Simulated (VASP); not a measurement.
# SbAs in VASP: further runs, part 2 of 2

VASP 6.6.1. Earlier steps stand in the parts before.

### Step 3. Single point, LDA (volume scaled by 0.98, then relaxed in part)

The input, INCAR:

```
SYSTEM = SbAs
ALGO     = Normal         ! electronic algorithm
EDIFF    = 1E-6           ! SCF threshold, eV
ENCUT    = 520            ! plane-wave cutoff, eV
ISIF     = 2              ! what is computed and relaxed
ISMEAR   = -1             ! smearing method
LASPH    = .TRUE.         ! aspherical terms in the spheres
LCHARG   = .FALSE.        ! write CHGCAR
LREAL    = .FALSE.        ! projectors in reciprocal space
LWAVE    = .FALSE.        ! write WAVECAR
NBANDS   = 12             ! bands
NELM     = 80             ! most SCF steps
PREC     = Accurate       ! precision mode
SIGMA    = 0.15           ! smearing width, eV
```

The input, KPOINTS:

```
k-points
0
G
  12 12 12
  0 0 0
```

The input, POSCAR:

```
SbAs
1.0
    2.0113901550      1.1612766474      3.2841629383
   -2.0113901550      1.1612766474      3.2841629383
    0.0000000000     -2.3225532949      3.2841629383
Sb As
1 1
Direct
    0.5000000000      0.5000000000      0.5000000000
    0.0000000000      0.0000000000      0.0000000000
```

Potentials or basis: VASP PAW LDA potentials, release 64 (Sb, As).

Run with:

```console
$ cat potpaw_LDA.64/Sb/POTCAR potpaw_LDA.64/As/POTCAR > POTCAR
$ mpirun -np 1 vasp_std > vasp.out
```

Run time: 98 s. Hardware: 1 thread of AMD EPYC 7R13 (Zen 3), shared host; peak memory 0.21 GiB.

It converged, with:

```yaml
Free_energy: -10.1812 eV
Pressure: 2.0 GPa
Band_gap_on_the_k_mesh: zero (band 5 reaches 7.89 eV, above the bottom of band 6 at 7.24 eV)
```

Levels at points of the mesh, in eV from the Fermi level:
```
           k point  band 3  band 4  band 5  band 6  band 7  band 8
(0.00, 0.00, 0.00)   -1.95   -1.95   -1.95    3.88    3.88    3.88
(0.50, 0.00, 0.00)   -1.12   -1.12   -0.33   -0.33   -0.19    0.81
(0.50, 0.50, 0.00)   -6.71   -4.22   -4.22    2.04    6.08    6.08
(0.50, 0.50, 0.50)   -1.13   -1.13   -0.33   -0.33   -0.19    0.81
```

Caveat: spin-orbit coupling is left out, which moves the levels of the heavy elements.

### Step 4. Single point, LDA (volume scaled by 1.02, then relaxed in part)

The input, INCAR:

```
SYSTEM = SbAs
PREC = Accurate ; ENCUT = 520
EDIFF = 1E-7 ; ISMEAR = -1
SIGMA = 0.15 ; LREAL = .False.
LASPH = .True. ; NELM = 60
ALGO = Normal ; ISIF = 2
LWAVE = .False. ; LCHARG = .False.
GGA = CA ; NBANDS = 12
```

The input, KPOINTS:

```
Automatic mesh
0
Gamma
  12 12 12
  0 0 0
```

The input, POSCAR:

```
SbAs
1.0
    2.0383919026      1.1768661137      3.3282509232
   -2.0383919026      1.1768661137      3.3282509232
    0.0000000000     -2.3537322274      3.3282509232
Sb As
1 1
Direct
    0.5000000000      0.5000000000      0.5000000000
    0.0000000000      0.0000000000      0.0000000000
```

Potentials or basis: VASP PAW LDA potentials, release 64 (Sb, As).

Run with:

```console
$ cat potpaw_LDA.64/Sb/POTCAR potpaw_LDA.64/As/POTCAR > POTCAR
$ mpirun -np 1 vasp_std > vasp.out
```

OUTCAR:

```text
SYSTEM = SbAs
   PREC = Accurate
   ENCUT = 520
   EDIFF = 1E-7
   ISMEAR = -1
   LREAL = .False.
   LASPH = .True.
   NELM = 60
   ISIF = 2
   GGA = CA

 ion  position               nearest neighbor table
   1  0.500  0.500  0.500-   2 2.88   2 2.88   2 2.88   2 2.88   2 2.88   2 2.88
   2  0.000  0.000  0.000-   1 2.88   1 2.88   1 2.88   1 2.88   1 2.88   1 2.88

  LATTYP: Found a trigonal (rhomboedric) cell.
 ALAT       =     4.0764334419
 COS(alpha) =     0.4999140478

  Lattice vectors:

[... 539 lines left out ...]
      7       8.7474      0.00002
      8      10.7630      0.00000
      9      14.5316      0.00000
     10      15.2084      0.00000
     11      15.9275      0.00000
     12      19.0694      0.00000

 [... further k-points ...]
[... 5 lines left out ...]
  --------------------------------------------------------------------------------------
  -------------------------------------------------------------------------------------
  Total       -0.3747937     -0.3747937     -0.3735766      0.0000000      0.0000000      0.0000000
  in kB      -12.5348977    -12.5348977    -12.4941938      0.0000000      0.0000000      0.0000000
  external PRESSURE =     -12.5213297 kB  Pullay stress =       0.0000000 kB

 VOLUME and BASIS-vectors are now :
 -----------------------------------------------------------------------------
  energy-cutoff  :      520.00
  volume of cell :       47.91
      direct lattice vectors                 reciprocal lattice vectors
     2.038391903  1.176866114  3.328250923     0.245291398  0.141619055  0.100152705
    -2.038391903  1.176866114  3.328250923    -0.245291398  0.141619055  0.100152705
     0.000000000 -2.353732227  3.328250923     0.000000000 -0.283238110  0.100152705

 POSITION                                       TOTAL-FORCE (eV/Angst)
 -----------------------------------------------------------------------------------
      0.00000      0.00000      4.99238         0.000000     -0.000000      0.000000
      0.00000      0.00000      0.00000        -0.000000      0.000000      0.000000
 -----------------------------------------------------------------------------------
    total drift:                                0.000000      0.000000     -0.000000

  FREE ENERGIE OF THE ION-ELECTRON SYSTEM (eV)
  ---------------------------------------------------
  free  energy   TOTEN  =       -10.1847563516 eV

  energy  without entropy=      -10.1201819774  energy(sigma->0) =      -10.15246916
```

stdout:

```text
POSCAR found type information on POSCAR SbAs
 POSCAR found :  2 types and       2 ions
 scaLAPACK will be used
 LDA part: xc-table for (Slater(with rela. corr.)+CA(PZ))
 , standard interpolation
 POSCAR, INCAR and KPOINTS ok, starting setup
 FFT: planning ... GRIDC
 FFT: planning ... GRID_SOFT
 FFT: planning ... GRID
 WAVECAR not read
 entering main loop
```

Wall time 96 s (1 thread of AMD EPYC 7R13 (Zen 3), shared host); peak memory 0.21 GiB.

What came out:

```
Free energy            : -10.1848 eV
Pressure               : -1.3 GPa
Band gap on the k mesh : zero (band 5 reaches 7.27 eV, above the bottom of band 6 at 6.76 eV)
```

Caveat: spin-orbit coupling is left out, which moves the levels of the heavy elements.

### Step 5. The runs side by side

| cell | gap on the mesh (eV) | pressure (GPa) |
| --- | --- | --- |
| a = 4.050 Å, angles 60.0°, 2 atoms | none | 0.3 |
| a = 4.022 Å, angles 60.0°, 2 atoms | none | 2.0 |
| a = 4.076 Å, angles 60.0°, 2 atoms | none | -1.3 |

Alike in all rows: task single point; level LDA; potentials or basis VASP PAW LDA potentials, release 64 (Sb, As); no spin polarisation; k mesh 12 × 12 × 12; cutoff (eV) 520; smearing fermi-dirac 0.15 eV.

Caveats: spin-orbit coupling is left out, which moves the levels of the heavy elements.

Total energies depend on the potentials used, so only differences within one code and one set of settings carry meaning.
